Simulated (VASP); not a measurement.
# AlAs (Imm2) in VASP: a series of runs

Runs on AlAs. Level: PBEsol. Tasks: single point.

All numbers are computed with VASP 6.6.1; they aren't measurements. Logs are shortened: lines on timing, memory, paths and dates and some standing lists are left out, and cuts for length are marked.

## Step 1: The cell of the first run

The typed cell holds 4 atoms: a = 4.013 Å, b = 5.676 Å, c = 4.012 Å, α = 90.00°, β = 90.00°, γ = 90.00°.

## Step 2: Single point, PBEsol

Input file INCAR:

```
SYSTEM = AlAs
ALGO = Normal
EDIFF = 1E-6
ENCUT = 500
GGA = PS
GGA_COMPAT = .False.
ISIF = 2
ISMEAR = 0
LASPH = .True.
LCHARG = .False.
LREAL = .False.
LWAVE = .False.
NBANDS = 16
NELM = 120
PREC = Accurate
SIGMA = 0.1
```

Input file KPOINTS:

```
k-points
0
Gamma
  4 4 4
  0 0 0
```

Input file POSCAR:

```
AlAs
1.0
    4.0132671924      0.0000000000      0.0000000000
    0.0000000000      5.6756168930      0.0000000000
    0.0000000000      0.0000000000      4.0120092329
Al As
2 2
Direct
    0.0000000000      0.0000000000      0.0000000000
    0.5000000000      0.5000000000      0.5000000000
    0.0000000000      0.2500000000      0.5000000000
    0.5000000000      0.7500000000      0.0000000000
```

Potentials or basis: VASP PAW PBE potentials, release 64 (Al, As).

The run is started by

```
cat potpaw_PBE.64/Al/POTCAR potpaw_PBE.64/As/POTCAR > POTCAR
mpirun -np 1 vasp_std > vasp.out
```

OUTCAR:

```text
SYSTEM = AlAs
   EDIFF = 1E-6
   ENCUT = 500
   GGA = PS
   ISIF = 2
   ISMEAR = 0
   LASPH = .True.
   LREAL = .False.
   NELM = 120
   PREC = Accurate

 ion  position               nearest neighbor table
   1  0.000  0.000  0.000-   3 2.46   3 2.46   4 2.46   4 2.46
   2  0.500  0.500  0.500-   4 2.46   4 2.46   3 2.46   3 2.46
   3  0.000  0.250  0.500-   1 2.46   1 2.46   2 2.46   2 2.46
   4  0.500  0.750  0.000-   2 2.46   2 2.46   1 2.46   1 2.46

  LATTYP: Found a simple orthorhombic cell.
 ALAT       =     4.0120092329
 B/A-ratio  =     1.0003135485
 C/A-ratio  =     1.4146569869

  Lattice vectors:

 A1 = (   0.0000000000,   0.0000000000,   4.0120092329)
 A2 = (   4.0132671924,   0.0000000000,   0.0000000000)
 A3 = (   0.0000000000,   5.6756168930,   0.0000000000)

Analysis of symmetry for initial positions (statically):
=====================================================================
 Subroutine PRICEL returns following result:

  LATTYP: Found a body centered orthorhombic cell.
 ALAT       =     4.0120092329
 B/A-ratio  =     1.0003135485
 C/A-ratio  =     1.4146569869

  Lattice vectors:

 A1 = (  -2.0066335962,  -2.8378084465,  -2.0060046165)
 A2 = (   2.0066335962,  -2.8378084465,   2.0060046165)
 A3 = (  -2.0066335962,   2.8378084465,   2.0060046164)

   2 primitive cells build up your supercell.

 Routine SETGRP: Setting up the symmetry group for a
 simple orthorhombic supercell.

 Subroutine GETGRP returns: Found  4 space group operations
 (whereof  4 operations were pure point group operations)
 out of a pool of  8 trial point group operations.

The static configuration has the point symmetry C_2v.

Analysis of symmetry for dynamics (positions and initial velocities):
=====================================================================
 Subroutine PRICEL returns following result:

  LATTYP: Found a body centered orthorhombic cell.
 ALAT       =     4.0120092329
 B/A-ratio  =     1.0003135485
 C/A-ratio  =     1.4146569869

  Lattice vectors:

 A1 = (  -2.0066335962,  -2.8378084465,  -2.0060046165)
 A2 = (   2.0066335962,  -2.8378084465,   2.0060046165)
 A3 = (  -2.0066335962,   2.8378084465,   2.0060046164)

   2 primitive cells build up your supercell.

[... 99 lines left out ...]
   ISTART =      0    job   : 0-new  1-cont  2-samecut
   ICHARG =      2    charge: 1-file 2-atom 10-const
   ISPIN  =      1    spin polarized calculation?
   LNONCOLLINEAR =      F non collinear calculations
   LSORBIT =      F    spin-orbit coupling
   LASPH  =      T    aspherical Exc in radial PAW
   ENCUT  =  500.0 eV  36.75 Ry    6.06 a.u.   7.32 10.35  7.31*2*pi/ulx,y,z
   NELM   =    120;   NELMIN=  2; NELMDL= -5     # of ELM steps
   EDIFF  = 0.1E-05   stopping-criterion for ELM
   LREAL  =      F    real-space projection
   EDIFFG = 0.1E-04   stopping-criterion for IOM
   NSW    =      0    number of steps for IOM
   IBRION =     -1    ionic relax: 0-MD 1-quasi-New 2-CG
   NFREE  =      0    steps in history (QN), initial steepest desc. (CG)
   ISIF   =      2    stress and relaxation
   ISYM   =      2    0-nonsym 1-usesym 2-fastsym
   POTIM  = 0.5000    time-step for ionic-motion
   TEBEG  =    0.0;   TEEND  =   0.0 temperature during run
   PSTRESS=    0.0 pullay stress
   NELECT =      16.0000    total number of electrons
   NUPDOWN=      -1.0000    fix difference up-down
   EMIN   =  10.00;   EMAX   =-10.00  energy-range for DOS
   EFERMI =   0.00;   METHOD = LEGACY
   ISMEAR =     0;   SIGMA  =   0.10  broadening in eV -4-tet -1-fermi 0-gaus
   EFERMI_NEDOS =   21; number of points for ismear=-14 and -15
   IALGO  =     38    algorithm
   IMIX   =      4    mixing-type and parameters
     AMIX     =   0.40;   BMIX     =  1.00
     AMIX_MAG =   1.60;   BMIX_MAG =  1.00
  volume/ion in A,a.u.               =      22.85       154.17
  Fermi-wavevector in a.u.,A,eV,Ry     =   0.915849  1.730703 11.412283  0.838779
  Thomas-Fermi vector in A             =   2.040637
   LORBIT       =      0    0 simple, 1 ext, 2 COOP (PROOUT), +10 PAW based schemes
   GGA     = PS    functional components
   LHFCALC =     F    Hartree Fock is set to
   AEXX    =    0.0000 exact exchange contribution
   IVDW    =     0    specifies the selected vdW correction
   LEPSILON=     F    determine dielectric tensor
   LRPA    =     F    only Hartree local field effects (RPA)
 non-spin polarized calculation
 Gauss-broadening in eV      SIGMA  =   0.10
  energy-cutoff  :      500.00
  volume of cell :       91.38
 maximum number of plane-waves:      2373
 NGX is ok and might be reduce to    30
   NGX = 15   NGY = 21   NGZ = 15

 number of electron      16.0000002 magnetization

 Free energy of the ion-electron system (eV)
  ---------------------------------------------------
  ext. energy  EPLUGINS =         0.00000000
  ---------------------------------------------------
  free energy    TOTEN  =       -20.04892634 eV

  energy without entropy =      -20.04892634  energy(sigma->0) =      -20.04892634

 E-fermi :   4.2350     XC(G=0):  -9.1610

 val. band max:        3.7541147869   @ k =   0.0000   0.0000   0.0000
 cond. band min:       5.0737550707   @ k =   0.5000   0.0000   0.5000
 fundamental gap:      1.3196402839
 Fermi energy:         4.2349619724

 k-point     1 :       0.0000    0.0000    0.0000
  band No.  band energies     occupation
      1      -8.0929      2.00000
      2      -6.1353      2.00000
      3      -1.6728      2.00000
      4       1.5791      2.00000
      5       1.5820      2.00000
      6       3.7505      2.00000
[... 433 lines left out ...]
      3      -1.5210      2.00000
      4      -1.5210      2.00000
      5       1.0506      2.00000
      6       1.0506      2.00000
[... 8 lines left out ...]
     15      12.5035      0.00000
     16      12.5035      0.00000

 [... further k-points ...]
[... 5 lines left out ...]
  --------------------------------------------------------------------------------------
  -------------------------------------------------------------------------------------
  Total        0.3550544     -0.1380836      0.3827051      0.0000000      0.0000000      0.0000000
  in kB        6.2249002     -2.4209151      6.7096784      0.0000000      0.0000000      0.0000000
  external PRESSURE =       3.5045545 kB  Pullay stress =       0.0000000 kB

 VOLUME and BASIS-vectors are now :
 -----------------------------------------------------------------------------
  energy-cutoff  :      500.00
  volume of cell :       91.38
      direct lattice vectors                 reciprocal lattice vectors
     4.013267192  0.000000000  0.000000000     0.249173542  0.000000000  0.000000000
     0.000000000  5.675616893  0.000000000     0.000000000  0.176192301  0.000000000
     0.000000000  0.000000000  4.012009233     0.000000000  0.000000000  0.249251670

 POSITION                                       TOTAL-FORCE (eV/Angst)
 -----------------------------------------------------------------------------------
      0.00000      0.00000      0.00000        -0.000000     -0.002463      0.000000
      2.00663      2.83781      2.00600        -0.000000     -0.002463      0.000000
      0.00000      1.41890      2.00600        -0.000000      0.002463     -0.000000
      2.00663      4.25671      0.00000         0.000000      0.002463     -0.000000
 -----------------------------------------------------------------------------------
    total drift:                                0.000000     -0.000002      0.000000

  FREE ENERGIE OF THE ION-ELECTRON SYSTEM (eV)
  ---------------------------------------------------
  free  energy   TOTEN  =       -20.0489263425 eV

  energy  without entropy=      -20.0489263425  energy(sigma->0) =      -20.04892634
```

stdout:

```text
POSCAR found type information on POSCAR AlAs
 POSCAR found :  2 types and       4 ions
 scaLAPACK will be used
 -----------------------------------------------------------------------------
|                                                                             |
|                                                                             |
|     You enforced a specific xc type in the INCAR file but a different       |
|     I HOPE YOU KNOW WHAT YOU ARE DOING!                                     |
|                                                                             |
 -----------------------------------------------------------------------------

 LDA part: xc-table for (Slater+PW92), standard interpolation
 POSCAR, INCAR and KPOINTS ok, starting setup
 FFT: planning ... GRIDC
 FFT: planning ... GRID_SOFT
 FFT: planning ... GRID
 WAVECAR not read
 entering main loop
```

Run time: 51 s. Hardware: 1 thread of Intel Xeon 8259CL, shared host; peak memory 0.2 GiB.

What came out:

```
Free energy            : -20.0489 eV
Pressure               : 0.4 GPa
Band gap on the k mesh : 1.32 eV
```

Forces on the atoms (eV/Å):
```
Al   0.000 -0.002  0.000
Al   0.000 -0.002  0.000
As   0.000  0.002  0.000
As   0.000  0.002  0.000
```

Caveat: the PAW data sets were made with another functional, which shifts forces and pressure a little. A k mesh can miss the band edges.

## Step 3: Single point, PBEsol

Input file INCAR:

```
SYSTEM = AlAs
PREC = Accurate ; ENCUT = 500
EDIFF = 1E-6 ; ISMEAR = 0
SIGMA = 0.02 ; LREAL = .False.
LASPH = .True. ; NELM = 120
ALGO = Normal ; ISIF = 2
LWAVE = .False. ; LCHARG = .False.
GGA = PS ; NBANDS = 16
GGA_COMPAT = .False.
```

Input file KPOINTS:

```
Automatic mesh
0
Gamma
  8 6 8
  0 0 0
```

POSCAR is that of step 2.

Potentials or basis: VASP PAW PBE potentials, release 64 (Al, As).

The run is started by

```
cat potpaw_PBE.64/Al/POTCAR potpaw_PBE.64/As/POTCAR > POTCAR
mpirun -np 1 vasp_std > vasp.out
```

It took 2.3 min on 1 thread of Intel Xeon 8259CL, shared host; peak memory 0.27 GiB.

The run converged. Its results:

| Item | Value |
| --- | --- |
| Free energy | -20.1318 eV |
| Pressure | 0.3 GPa |
| Band gap on the k mesh | 1.33 eV |

Forces on the atoms (eV/Å):
```
Al   0.000 -0.003  0.000
Al   0.000 -0.003  0.000
As   0.000  0.003  0.000
As   0.000  0.003  0.000
```

Levels at points of the mesh, in eV from the valence-band top:
```
           k point  band 4  band 5  band 6  band 7  band 8  band 9  band 10  band 11  band 12  band 13
(0.00, 0.00, 0.00)   -2.17   -2.17    0.00    0.00    0.00    1.33     1.92     2.22     4.25     4.25
(0.50, 0.00, 0.00)   -4.55   -2.88   -2.88   -0.89   -0.89    3.32     3.32     5.65     5.65     5.86
(0.00, 0.50, 0.00)   -3.22   -1.34   -1.34   -1.34   -1.34    2.51     2.51     3.68     3.68     6.78
(0.50, 0.50, 0.00)   -5.57   -0.82   -0.82   -0.82   -0.82    2.05     2.05     4.62     4.62     4.63
(0.00, 0.00, 0.50)   -4.55   -2.88   -2.88   -0.90   -0.90    3.32     3.32     5.65     5.65     5.85
(0.50, 0.00, 0.50)   -5.42   -2.17   -2.17   -2.17   -2.17    1.33     1.33     2.22     2.22    10.22
(0.00, 0.50, 0.50)   -5.57   -0.82   -0.82   -0.82   -0.82    2.05     2.05     4.62     4.62     4.63
(0.50, 0.50, 0.50)   -5.07   -3.19   -3.19   -2.84   -2.84    4.23     4.23     5.58     5.58     5.62
```

Caveat: the PAW data sets were made with another functional, which shifts forces and pressure a little. A k mesh can miss the band edges.

## Step 4: Single point, PBEsol

Input file INCAR:

```
PREC     = Accurate       # precision mode
ENCUT    = 500            # plane-wave cutoff, eV
EDIFF    = 1E-6           # SCF threshold, eV
ISMEAR   = 0              # smearing method
SIGMA    = 0.02           # smearing width, eV
LREAL    = False          # projectors in reciprocal space
LASPH    = True           # aspherical terms in the spheres
NELM     = 120            # most SCF steps
ALGO     = Normal         # electronic algorithm
ISIF     = 2              # what is computed and relaxed
LWAVE    = False          # write WAVECAR
LCHARG   = True           # write CHGCAR
GGA      = PS             # functional
LELF     = True           # ELF
LVHAR    = True         
NBANDS   = 16             # bands
GGA_COMPAT= False
```

Input file KPOINTS:

```
regular mesh
0
Gamma
  8 6 8
```

POSCAR is that of step 3.

The run is started by

```
cat potpaw_PBE.64/Al/POTCAR potpaw_PBE.64/As/POTCAR > POTCAR
mpirun -np 1 vasp_std > vasp.out
```

Run time: 2.2 min. Hardware: 1 thread of Intel Xeon 8259CL, shared host; peak memory 0.27 GiB.

It converged, with:

* Free energy: -20.1318 eV
* Pressure: 0.3 GPa
* Band gap on the k mesh: 1.33 eV

Forces on the atoms (eV/Å):
```
Al   0.000 -0.003  0.000
Al   0.000 -0.003  0.000
As   0.000  0.003  0.000
As   0.000  0.003  0.000
```

Levels at points of the mesh, in eV from the valence-band top:
```tsv
k point	band 6	band 7	band 8	band 9	band 10	band 11
(0.00, 0.00, 0.00)	0.00	0.00	0.00	1.33	1.92	2.22
(0.50, 0.00, 0.00)	-2.88	-0.89	-0.89	3.32	3.32	5.65
(0.00, 0.50, 0.00)	-1.34	-1.34	-1.34	2.51	2.51	3.68
(0.50, 0.50, 0.00)	-0.82	-0.82	-0.82	2.05	2.05	4.62
(0.00, 0.00, 0.50)	-2.88	-0.90	-0.90	3.32	3.32	5.65
(0.50, 0.00, 0.50)	-2.17	-2.17	-2.17	1.33	1.33	2.22
(0.00, 0.50, 0.50)	-0.82	-0.82	-0.82	2.05	2.05	4.62
(0.50, 0.50, 0.50)	-3.19	-2.84	-2.84	4.23	4.23	5.58
```

Caveat: the PAW data sets were made with another functional, which shifts forces and pressure a little.
